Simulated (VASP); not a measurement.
## K2Ca3Cl: relaxation of cell and atoms with PBE

The system is K2Ca3Cl.

```
K Ca Cl
1.0
     4.60334    0.00000    0.00000
    -2.30167    3.98661    0.00000
     0.00000    0.00000    8.08342
K Ca Cl
2 3 1
Direct
  0.66667 0.33333 0.18576
  0.33333 0.66667 0.81424
  0.66667 0.33333 0.85048
  0.33333 0.66667 0.14952
  0.00000 0.00000 0.00000
  0.00000 0.00000 0.50000
```

The cell was generated, and may not be a known phase.

| Item | Value |
| --- | --- |
| Program | VASP 6.6.1 |
| Task | relaxation of cell and atoms |
| Functional | PBE |
| Potentials or basis | VASP PAW PBE potentials, release 64 (K_sv, Ca_sv, Cl) |
| Cutoff | 600 eV |
| k mesh | 6 × 6 × 2 |
| Occupations | gaussian, width 0.1 eV |
| Spin | no spin polarisation |
| Dipole correction | no |
| Further INCAR settings | ALGO = Normal; EDIFF = 1e-06; IBRION = 2; EDIFFG = -0.04; NSW = 90; ISIF = 3 |

```yaml
Relaxed_volume: 49.47 Å³/atom
Relaxed_cell: a = 5.979 Å, b = 5.979 Å, c = 9.587 Å, α = 90.00°, β = 90.00°, γ = 120.00°
Space_group_after_relaxing_to_0.1_Å: P-3m1 (No. 164)
Energy_gained_by_relaxing: 1993.5 meV/atom
Ionic_steps: 29
Pressure_after_relaxing: 0.0 GPa
Largest_force_after_relaxing: 0.040 eV/Å
Band_gap_on_the_k_mesh: zero (an odd number of electrons rules out a gap without spin polarisation)
```

Forces on the atoms (eV/Å):
```
K    0.000  0.000 -0.014
K    0.000  0.000  0.014
Ca   0.000  0.000  0.040
Ca   0.000  0.000 -0.040
Ca   0.000  0.000  0.000
Cl   0.000  0.000  0.000
```

Stress tensor (GPa, compression positive):
```
-0.02  0.00  0.00
 0.00 -0.02  0.00
 0.00  0.00  0.06
```

The path:
```tsv
step	energy change (eV)	largest force (eV/Å)	pressure (GPa)	volume (Å³)
1	0.0000	3.4586	20.83	148.34
2	-8.0799	1.8371	6.35	228.10
3	-10.2096	0.6741	0.26	321.35
4	-10.2428	0.5853	-0.10	333.97
5	-10.2468	0.5501	-0.24	339.48
6	-10.3156	0.5806	-0.23	335.27
7	-10.4932	0.6749	-0.18	322.44
8	-10.7260	0.8746	0.05	295.81
9	-10.1611	1.2880	2.42	238.61
10	-10.6487	1.0348	0.33	282.77
11	-10.6122	1.2225	1.01	261.07
12	-10.6563	1.1618	0.70	268.78
13	-10.7098	1.1110	0.67	267.91
14	-10.8445	0.9475	0.66	265.26
15	-10.9808	0.5593	0.75	259.77
16	-11.1016	0.4586	0.51	263.82
17	-11.3294	0.3026	-0.06	275.65
18	-11.4945	0.5494	-0.75	297.95
19	-11.6405	0.5054	-0.38	286.75
20	-11.7719	0.3846	0.44	268.69
21	-11.7764	0.3133	0.85	261.36
22	-11.8615	0.1730	0.74	268.96
23	-11.8829	0.1061	0.73	277.53
24	-11.9319	0.1068	-0.16	302.65
25	-11.9334	0.1009	-0.04	298.74
26	-11.9396	0.0908	-0.03	298.52
27	-11.9540	0.0663	-0.02	297.79
28	-11.9581	0.0286	0.04	295.99
29	-11.9611	0.0399	0.01	296.83
```

Final structure:
```xyz
6
Lattice="5.9791 0.0000 0.0000 -2.9896 5.1781 0.0000 0.0000 0.0000 9.5873" Properties=species:S:1:pos:R:3 pbc="T T T"
K     2.9896    1.7260    3.5246
K     0.0000    3.4520    6.0627
Ca    2.9896    1.7260    8.6457
Ca    0.0000    3.4520    0.9416
Ca    0.0000    0.0000    0.0000
Cl    0.0000    0.0000    4.7937
```

Levels at points of the mesh, in eV from the Fermi level:
```tsv
k point	band 25	band 26	band 27	band 28	band 29	band 30
(0.00, 0.00, 0.00)	-3.26	-0.64	-0.17	0.36	0.36	0.67
(0.50, 0.00, 0.00)	-1.76	-1.71	-0.17	-0.06	0.45	0.71
(0.00, 0.00, 0.50)	-2.97	-1.30	0.36	0.36	0.66	0.66
(0.50, 0.00, 0.50)	-1.72	-1.67	-0.19	-0.02	0.11	0.70
```

Run time: 29 min on 1 thread of Intel(R) Xeon(R) 6975P-C (Granite Rapids), with other jobs on the host, peak memory 0.39 GiB.

Caveat: the k points lie up to 0.33 Å⁻¹ apart in the final cell, too coarse for converged energies and pressures of a metal; the volume moved by over 15 % at a fixed basis, so the end points are rough.
